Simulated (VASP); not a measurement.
Input of a VASP 6.6.1 run:

Contents of INCAR:

```
SYSTEM = WS2
ALGO = Normal
EDIFF = 1E-6
ENCUT = 500
GGA = LIBXC
GGA_COMPAT = .False.
ISIF = 2
ISMEAR = 0
LASPH = .True.
LCHARG = .False.
LIBXC1 = GGA_X_PBE
LIBXC2 = LDA_C_PW
LREAL = .False.
LWAVE = .False.
NBANDS = 20
NELM = 120
PREC = Accurate
SIGMA = 0.025
```

KPOINTS

```
k-points
0
Gamma
  10 10 10
  0 0 0
```

File POSCAR:

```
WS2
1.0
    1.5790000000      0.9116360751      6.1633333333
   -1.5790000000      0.9116360751      6.1633333333
    0.0000000000     -1.8232721501      6.1633333333
W S
1 2
Direct
    0.0000000000      0.0000000000      0.0000000000
    0.5810000000      0.5810000000      0.5810000000
    0.7503000000      0.7503000000      0.7503000000
```

Potentials or basis: VASP PAW PBE potentials, release 64 (W_sv, S).

Run with:

```sh
$ cat potpaw_PBE.64/W_sv/POTCAR potpaw_PBE.64/S/POTCAR > POTCAR
$ mpirun -np 1 vasp_std > vasp.out
```

Task: Estimate the band gap on the k mesh.

Result: 1.14 eV (least direct gap 2.22 eV).

Task: What does it give for the largest force?

Result: 0.916 eV/Å.

Task: What does it give for the pressure?

Result: 14.5 GPa.

Forces in eV/Å, atoms in the order of the input:
```
W    0.000  0.000 -0.609
S    0.000  0.000 -0.307
S    0.000  0.000  0.916
```

Caveat: the cell stands under pressure; the PAW data sets were made with another functional, which shifts forces and pressure a little; spin-orbit coupling is left out, which moves the levels of the heavy elements. A k mesh can miss the band edges.
